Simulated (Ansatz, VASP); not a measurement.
## One calculation of Ni, two programs

The input INCAR:

```
ALGO = Normal ; EDIFF = 1E-7
ENCUT = 520 ; GGA = RE
ISIF = 2 ; ISMEAR = -1
ISPIN = 2 ; LASPH = T
LCHARG = T ; LELF = T
LMAXMIX = 4 ; LORBIT = 11
LREAL = F ; LVHAR = T
LWAVE = F ; MAGMOM = -0.625 -0.625
NBANDS = 21 ; NELM = 150
PREC = Accurate ; SIGMA = 0.05
```

KPOINTS

```
k-points
0
Gamma
  13 13 13
```

POSCAR

```
Ni
1.0
    0.0000000000      2.3421387794      2.3421387794
    2.3421387794      0.0000000000      2.3421387794
    2.3421387794      2.3421387794      0.0000000000
Ni
2
Direct
    0.0000000000      0.0000000000      0.0000000000
    0.5000000000      0.5000000000      0.5000000000
```

Input for Ansatz:

```yaml
crystal:
  lattice:
    - [0.0, 2.3421387794, 2.3421387794]
    - [2.3421387794, 0.0, 2.3421387794]
    - [2.3421387794, 2.3421387794, 0.0]
  atoms:
    - { symbol: Ni, position: [0.0, 0.0, 0.0], spin: -0.625 }
    - { symbol: Ni, position: [0.5, 0.5, 0.5], spin: -0.625 }
hamiltonian:
  xc: revpbe
  pseudopotentials:
    kind: paw
    azcp:
      Ni: "pseudopotentials/Ni.paw.azcp"
basis:
  ecutwfc: 420
  fft_grid_basis: typed
kpoints:
  mp_grid: { grid: [13, 13, 13], shift: [0, 0, 0] }
magnetization:
  spin_polarized: true
scf:
  occupations: { method: fermi_dirac, width: 0.05 }
  lower_state_search: "off"
output:
  stress: true
  write_density: true
  write_potential: true
  elf: true
  volumetric_format: npy
```

Alike in both runs: task single point; functional revPBE; k mesh 13 × 13 × 13; occupations fermi-dirac, width 0.05 eV; collinear spin.

|  | VASP | Ansatz |
| --- | --- | --- |
| version | VASP 6.6.1 | Ansatz 0.2.0 |
| potentials or method | VASP PAW PBE potentials, release 64 (Ni), cutoff 520 eV | plane waves (420 eV) with PAW, scalar-relativistic |
| valence electrons in the cell | 20 | 36 |

Ansatz gave:

```
pressure (GPa)                                                : 1.0
net moment per atom (μB)                                      : 0.59
size of the moment on the site where the two differ most (μB) : 0.61
```

Problem. Estimate VASP's values.

Solution. Pressure (GPa): 1.0; net moment per atom (μB): 0.57; size of the moment on the site where the two differ most (μB): 0.58.

VASP's potentials were made for PBE, not for revPBE. Site moments also hang on the region over which each program counts them. The functional is the same, so the differences come from potentials, cutoffs and numerics. VASP's potentials hold 20 valence electrons a cell and Ansatz's 36, so a difference there can come from the potentials and not from the codes.
